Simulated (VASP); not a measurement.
Input of a VASP 6.6.1 run:

Contents of INCAR:

```
SYSTEM = BiClO
  PREC = Accurate
  ENCUT = 600
  EDIFF = 1E-7
  ISMEAR = 0
  SIGMA = 0.02
  LREAL = .False.
  LASPH = .True.
  NELM = 100
  ALGO = Normal
  ISIF = 3
  LWAVE = .False.
  LCHARG = .False.
  IBRION = 2
  NSW = 100
  EDIFFG = -0.002
```

The input KPOINTS:

```
Automatic mesh
0
Gamma
  6 6 4
  0 0 0
```

File POSCAR:

```
BiClO
1.0
    3.8855100000      0.0000000000      0.0000000000
    0.0000000000      3.8855100000      0.0000000000
    0.0000000000      0.0000000000      7.3489000000
Bi Cl O
2 2 2
Direct
    0.5000000000      0.0000000000      0.3290400000
    0.0000000000      0.5000000000      0.6709600000
    0.0000000000      0.5000000000      0.1472000000
    0.5000000000      0.0000000000      0.8528000000
    0.0000000000      0.0000000000      0.5000000000
    0.5000000000      0.5000000000      0.5000000000
```

Potentials or basis: VASP PAW LDA potentials, release 64 (Bi_d, Cl, O).

The run is started by

```console
$ cat potpaw_LDA.64/Bi_d/POTCAR potpaw_LDA.64/Cl/POTCAR potpaw_LDA.64/O/POTCAR > POTCAR
$ mpirun -np 1 vasp_std > vasp.out
```

**Question.** Estimate the relaxed volume.

**Answer.** 17.72 Å³/atom.

**Question.** Estimate the space group after relaxing (to 0.1 Å).

**Answer.** P4/nmm (No. 129).

Final structure:
```
CELL_PARAMETERS angstrom
3.85369 0.00000 0.00000
0.00000 3.85369 0.00000
0.00000 0.00000 7.15785
ATOMIC_POSITIONS crystal
Bi 0.50000 0.00000 0.32463
Bi 0.00000 0.50000 0.67537
Cl 0.00000 0.50000 0.14440
Cl 0.50000 0.00000 0.85560
O 0.00000 0.00000 0.50000
O 0.50000 0.50000 0.50000
```

 LDA usually gives volumes a few per cent too small.
